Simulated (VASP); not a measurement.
# TaSi2 in VASP: relaxation of the atoms with PBEsol

Aim: the relaxation of the atoms of TaSi2 with PBEsol.

Program: VASP 6.6.1. These are calculated values, not measurements. Logs are shortened: lines on timing, memory, paths and dates and some standing lists are left out, and cuts for length are marked.

## 1. The cell of the first run

The cell holds a slab with vacuum, 12 atoms: a = 4.761 Å, b = 4.761 Å, c = 21.556 Å, α = 90.00°, β = 90.00°, γ = 120.00°.

## 2. Relaxation of the atoms, PBEsol

INCAR reads:

```
PREC = Accurate
ENCUT = 520
EDIFF = 1E-6
ISMEAR = 0
SIGMA = 0.1
LREAL = False
LASPH = True
NELM = 80
ALGO = Normal
ISIF = 2
LWAVE = False
LCHARG = False
LDIPOL = True
IDIPOL = 3
DIPOL = 0.5 0.5 0.500
GGA = PS
IBRION = 2
NSW = 80
EDIFFG = -0.02
KPAR = 4
```

KPOINTS reads:

```
regular mesh
0
Gamma
  9 9 1
```

POSCAR reads:

```
TaSi2
1.0
    4.7608595293      0.0000000000      0.0000000000
   -2.3804297646      4.1230252962      0.0000000000
    0.0000000000      0.0000000000     21.5557841521
Ta Si
4 8
Direct
    0.5000000000      0.5000000000      0.3479344545
    0.0000000000      0.5000000000      0.4493114848
    0.5000000000      0.0000000000      0.5506885152
    0.5000000000      0.5000000000      0.6520655455
    0.1592675438      0.8407324562      0.3479344545
    0.8407324562      0.1592675438      0.3479344545
    0.6814649125      0.8407324562      0.4493114848
    0.3185350875      0.1592675438      0.4493114848
    0.8407324562      0.6814649125      0.5506885152
    0.1592675438      0.3185350875      0.5506885152
    0.1592675438      0.8407324562      0.6520655455
    0.8407324562      0.1592675438      0.6520655455
```

Potentials or basis: VASP PAW PBE potentials, release 64 (Ta_pv, Si).

Started as:

```
> cat potpaw_PBE.64/Ta_pv/POTCAR potpaw_PBE.64/Si/POTCAR > POTCAR
> mpirun -np 4 vasp_std > vasp.out
```

OUTCAR:

```text
PREC = Accurate
   ENCUT = 520
   EDIFF = 1E-6
   ISMEAR = 0
   LREAL = False
   LASPH = True
   NELM = 80
   ISIF = 2
   GGA = PS
   IBRION = 2
   NSW = 80
   EDIFFG = -0.02

 ion  position               nearest neighbor table
   1  0.500  0.500  0.348-   7 2.60   8 2.60   6 2.72   5 2.72   5 2.72   6 2.72   5 2.81   6 2.81
                             2 3.23   2 3.23
   2  0.000  0.500  0.449-   5 2.60   6 2.60   9 2.60  10 2.60   7 2.72   8 2.72   8 2.72   7 2.72
                             7 2.81   8 2.81   1 3.23   1 3.23   3 3.23   3 3.23
   3  0.500  0.000  0.551-  11 2.60  12 2.60   7 2.60   8 2.60   9 2.72  10 2.72  10 2.72   9 2.72
                            10 2.81   9 2.81   4 3.23   4 3.23   2 3.23   2 3.23
   4  0.500  0.500  0.652-   9 2.60  10 2.60  12 2.72  11 2.72  11 2.72  12 2.72  11 2.81  12 2.81
                             3 3.23   3 3.23
   5  0.159  0.841  0.348-   8 2.55   2 2.60   6 2.63   1 2.72   1 2.72   1 2.81   6 2.81   6 2.81

   6  0.841  0.159  0.348-   7 2.55   2 2.60   5 2.63   1 2.72   1 2.72   1 2.81   5 2.81   5 2.81

   7  0.681  0.841  0.449-   6 2.55   9 2.55   1 2.60   3 2.60   8 2.63   2 2.72   2 2.72   2 2.81
                             8 2.81   8 2.81
   8  0.319  0.159  0.449-   5 2.55  10 2.55   1 2.60   3 2.60   7 2.63   2 2.72   2 2.72   2 2.81
                             7 2.81   7 2.81
   9  0.841  0.681  0.551-  11 2.55   7 2.55   4 2.60   2 2.60  10 2.63   3 2.72   3 2.72   3 2.81
                            10 2.81  10 2.81
  10  0.159  0.319  0.551-  12 2.55   8 2.55   4 2.60   2 2.60   9 2.63   3 2.72   3 2.72   3 2.81
                             9 2.81   9 2.81
  11  0.159  0.841  0.652-   9 2.55   3 2.60  12 2.63   4 2.72   4 2.72   4 2.81  12 2.81  12 2.81

  12  0.841  0.159  0.652-  10 2.55   3 2.60  11 2.63   4 2.72   4 2.72   4 2.81  11 2.81  11 2.81

  LATTYP: Found a hexagonal cell.
 ALAT       =     4.7608595293
 C/A-ratio  =     4.5277084987

  Lattice vectors:

 A1 = (   4.7608595293,   0.0000000000,   0.0000000000)
 A2 = (  -2.3804297646,   4.1230252962,   0.0000000000)
 A3 = (   0.0000000000,   0.0000000000,  21.5557841521)

Analysis of symmetry for initial positions (statically):
=====================================================================
 Subroutine PRICEL returns:
 Original cell was already a primitive cell.

 Routine SETGRP: Setting up the symmetry group for a
 hexagonal supercell.

 Subroutine GETGRP returns: Found  4 space group operations
 (whereof  4 operations were pure point group operations)
 out of a pool of 24 trial point group operations.

The static configuration has the point symmetry D_2 .

Analysis of symmetry for dynamics (positions and initial velocities):
=====================================================================
 Subroutine PRICEL returns:
 Original cell was already a primitive cell.

 Routine SETGRP: Setting up the symmetry group for a
 hexagonal supercell.

 Subroutine GETGRP returns: Found  4 space group operations
 (whereof  4 operations were pure point group operations)
 out of a pool of 24 trial point group operations.

The dynamic configuration has the point symmetry D_2 .

 Subroutine INISYM returns: Found  4 space group operations
 (whereof  4 operations are pure point group operations),
 and found     1 'primitive' translations

----------------------------------------------------------------------------------------

                                     Primitive cell

  volume of cell :     423.1216

  direct lattice vectors                    reciprocal lattice vectors
     4.760859529  0.000000000  0.000000000     0.210046105  0.121270175  0.000000000
    -2.380429765  4.123025296  0.000000000     0.000000000  0.242540350  0.000000000
     0.000000000  0.000000000 21.555784152     0.000000000  0.000000000  0.046391261

  length of vectors
     4.760859529  4.760859529 21.555784152     0.242540350  0.242540350  0.046391261

  position of ions in fractional coordinates (direct lattice)
     0.500000000  0.500000000  0.347934454
     1.000000000  0.500000000  0.449311485
     0.500000000  0.000000000  0.550688515
     0.500000000  0.500000000  0.652065546
     0.159267544  0.840732456  0.347934454
     0.840732456  0.159267544  0.347934454
     0.681464912  0.840732456  0.449311485
     0.318535088  0.159267544  0.449311485
     0.840732456  0.681464912  0.550688515
[... 52 lines left out ...]
  0.333333  0.000000  0.000000      4.000000
[... 16 lines left out ...]
 -0.222222 -0.444444  0.000000      4.000000
  0.444444  0.333333  0.000000      4.000000
   k-points           NKPTS =     25   k-points in BZ     NKDIM =     25   number of bands    NBANDS=     45
   number of dos      NEDOS =    301   number of ions     NIONS =     12
   total plane-waves  NPLWV = 207360
   dimension x,y,z NGX =    36 NGY =   36 NGZ =  160
   dimension x,y,z NGXF=    72 NGYF=   72 NGZF=  320
   ions per type =               4   8
   NGX,Y,Z   is equivalent  to a cutoff of  12.57, 12.57, 12.34 a.u.
   NGXF,Y,Z  is equivalent  to a cutoff of  25.14, 25.14, 24.68 a.u.
 SYSTEM =  unknown system
   PREC   = accura    normal or accurate (medium, high low for compatibility)
   ISTART =      0    job   : 0-new  1-cont  2-samecut
   ICHARG =      2    charge: 1-file 2-atom 10-const
   ISPIN  =      1    spin polarized calculation?
   LNONCOLLINEAR =      F non collinear calculations
   LSORBIT =      F    spin-orbit coupling
   LASPH  =      T    aspherical Exc in radial PAW
   ENCUT  =  520.0 eV  38.22 Ry    6.18 a.u.   8.85  8.85 40.08*2*pi/ulx,y,z
   NELM   =     80;   NELMIN=  2; NELMDL= -5     # of ELM steps
   EDIFF  = 0.1E-05   stopping-criterion for ELM
   LREAL  =      F    real-space projection
   EDIFFG = -.2E-01   stopping-criterion for IOM
   NSW    =     80    number of steps for IOM
   IBRION =      2    ionic relax: 0-MD 1-quasi-New 2-CG
   NFREE  =      1    steps in history (QN), initial steepest desc. (CG)
   ISIF   =      2    stress and relaxation
   ISYM   =      2    0-nonsym 1-usesym 2-fastsym
   POTIM  = 0.5000    time-step for ionic-motion
   TEBEG  =    0.0;   TEEND  =   0.0 temperature during run
   PSTRESS=    0.0 pullay stress
   NELECT =      76.0000    total number of electrons
   NUPDOWN=      -1.0000    fix difference up-down
   EMIN   =  10.00;   EMAX   =-10.00  energy-range for DOS
   EFERMI =   0.00;   METHOD = LEGACY
   ISMEAR =     0;   SIGMA  =   0.10  broadening in eV -4-tet -1-fermi 0-gaus
   EFERMI_NEDOS =   21; number of points for ismear=-14 and -15
   IALGO  =     38    algorithm
   IMIX   =      4    mixing-type and parameters
     AMIX     =   0.40;   BMIX     =  1.00
     AMIX_MAG =   1.60;   BMIX_MAG =  1.00
  volume/ion in A,a.u.               =      35.26       237.95
  Fermi-wavevector in a.u.,A,eV,Ry     =   0.923686  1.745513 11.608431  0.853196
  Thomas-Fermi vector in A             =   2.049350
   LORBIT       =      0    0 simple, 1 ext, 2 COOP (PROOUT), +10 PAW based schemes
   GGA     = PS    functional components
   LHFCALC =     F    Hartree Fock is set to
   AEXX    =    0.0000 exact exchange contribution
   IVDW    =     0    specifies the selected vdW correction
   LEPSILON=     F    determine dielectric tensor
   LRPA    =     F    only Hartree local field effects (RPA)
 conjugate gradient relaxation of ions
 non-spin polarized calculation
 Gauss-broadening in eV      SIGMA  =   0.10
  energy-cutoff  :      520.00
  volume of cell :      423.12
 maximum number of plane-waves:     11427
   NGX = 17   NGY = 17   NGZ = 81

--------------------------------------- Ionic step        1  -------------------------------------------

 number of electron      76.0000000 magnetization

 Free energy of the ion-electron system (eV)
  ---------------------------------------------------
  ext. energy  EPLUGINS =         0.00000000
  ---------------------------------------------------
  free energy    TOTEN  =       -96.53975583 eV

  energy without entropy =      -96.49200213  energy(sigma->0) =      -96.51587898

------------------------ aborting loop because EDIFF is reached ----------------------------------------

  FORCE on cell =-STRESS in cart. coord.  units (eV):
  Direction    XX          YY          ZZ          XY          YZ          ZX
  --------------------------------------------------------------------------------------
  -------------------------------------------------------------------------------------
  Total       -9.9739763     -8.2429781     -0.3459261      1.4990884      0.0000000      0.0000000
  in kB      -37.7671071    -31.2125706     -1.3098717      5.6763952      0.0000000      0.0000000
  external PRESSURE =     -23.4298498 kB  Pullay stress =       0.0000000 kB
[... 119 lines left out ...]
  FREE ENERGIE OF THE ION-ELECTRON SYSTEM (eV)
  ---------------------------------------------------
  free  energy   TOTEN  =       -96.7457713886 eV

  energy  without entropy=      -96.7008259777  energy(sigma->0) =      -96.72329868

 dipolmoment           0.000000      0.000000     -0.000000 electrons x Angstroem

[... ionic steps 4 to 7 ...]

--------------------------------------- Ionic step        8  -------------------------------------------

 number of electron      75.9999998 magnetization

------------------------ aborting loop because EDIFF is reached ----------------------------------------
[... 87 lines left out ...]
--------------------------------------- Ionic step       10  -------------------------------------------

 number of electron      75.9999998 magnetization

 dipolmoment           0.000000      0.000000      0.000000 electrons x Angstroem

 Free energy of the ion-electron system (eV)
  ---------------------------------------------------
  ext. energy  EPLUGINS =         0.00000000
  ---------------------------------------------------
  free energy    TOTEN  =       -96.80303405 eV

  energy without entropy =      -96.75775680  energy(sigma->0) =      -96.78039542

 E-fermi :   1.3118     XC(G=0):  -5.9099

 val. band max:        1.3028432560   @ k =  -0.1111   0.4444   0.0000
 cond. band min:       1.3179806636   @ k =  -0.1111   0.1111   0.0000
 fundamental gap:      0.0151374076
 Fermi energy:         1.3117946384

 k-point     1 :       0.0000    0.0000    0.0000
  band No.  band energies     occupation
      1     -33.1305      2.00000
      2     -33.1279      2.00000
      3     -32.9031      2.00000
      4     -32.8845      2.00000
      5     -32.8653      2.00000
      6     -32.8636      2.00000
[... 1141 lines left out ...]
     44       3.5495      0.00000
     45       3.8832      0.00000

 [... further k-points ...]

------------------------ aborting loop because EDIFF is reached ----------------------------------------

 vacuum level on the upper side and lower side of the slab       (xc-potential included)        -0.203        -0.203

  FORCE on cell =-STRESS in cart. coord.  units (eV):
  Direction    XX          YY          ZZ          XY          YZ          ZX
  --------------------------------------------------------------------------------------
  -------------------------------------------------------------------------------------
  Total      -10.0063914     -9.1595291      0.0285111      0.7334043      0.0000000      0.0000000
  in kB      -37.8898491    -34.6831502      0.1079590      2.7770827      0.0000000      0.0000000
  external PRESSURE =     -24.1550134 kB  Pullay stress =       0.0000000 kB
[... 27 lines left out ...]
  FREE ENERGIE OF THE ION-ELECTRON SYSTEM (eV)
  ---------------------------------------------------
  free  energy   TOTEN  =       -96.8030340478 eV

  energy  without entropy=      -96.7577567999  energy(sigma->0) =      -96.78039542

 reached required accuracy - stopping structural energy minimisation

 vacuum level on the upper side and lower side of the slab         5.341         5.341
```

Run time: 21 min. Hardware: 4 MPI ranks of Intel Xeon Platinum 8375C at 2.90GHz (Ice Lake), shared host; peak memory 0.75 GiB.

What came out:

* Free energy: -96.8030 eV
* Energy gained by relaxing: 21.9 meV/atom
* Ionic steps: 10
* Largest force after relaxing: 0.013 eV/Å
* Band gap on the k mesh: zero (bands 38 and 39 overlap by 0.48 eV)

Forces on the atoms (eV/Å):
```
Ta   0.000  0.000 -0.004
Ta   0.000  0.000  0.003
Ta   0.000  0.000 -0.003
Ta   0.000  0.000  0.004
Si  -0.009 -0.009 -0.001
Si   0.009  0.009 -0.001
Si   0.005 -0.006 -0.005
Si  -0.005  0.006 -0.005
Si  -0.008  0.001  0.005
Si   0.008 -0.001  0.005
Si   0.003  0.012  0.001
Si  -0.003 -0.012  0.001
```

Step by step:
| step | energy change (eV) | largest force (eV/Å) | pressure (GPa) |
| --- | --- | --- | --- |
| 1 | 0.0000 | 1.1772 | -2.34 |
| 2 | -0.1918 | 0.4165 | -2.07 |
| 3 | -0.2060 | 0.3286 | -1.93 |
| 4 | -0.2345 | 0.2282 | -2.08 |
| 5 | -0.2476 | 0.2631 | -2.24 |
| 6 | -0.2605 | 0.0969 | -2.31 |
| 7 | -0.2605 | 0.1024 | -2.31 |
| 8 | -0.2628 | 0.0388 | -2.36 |
| 9 | -0.2631 | 0.0278 | -2.39 |
| 10 | -0.2633 | 0.0129 | -2.42 |

Final structure:
```
Ta Si
1.0
     4.76086    0.00000    0.00000
    -2.38043    4.12303    0.00000
     0.00000    0.00000   21.55578
Ta Si
4 8
Direct
  0.50000 0.50000 0.35067
  0.00000 0.50000 0.45040
  0.50000 0.00000 0.54960
  0.50000 0.50000 0.64933
  0.17238 0.83027 0.34448
  0.82762 0.16973 0.34448
  0.68228 0.83754 0.44853
  0.31772 0.16246 0.44853
  0.83754 0.68228 0.55147
  0.16246 0.31772 0.55147
  0.16973 0.82762 0.65552
  0.83027 0.17238 0.65552
```

Caveat: the PAW data sets were made with another functional, which shifts forces and pressure a little; spin-orbit coupling is left out, which moves the levels of the heavy elements.
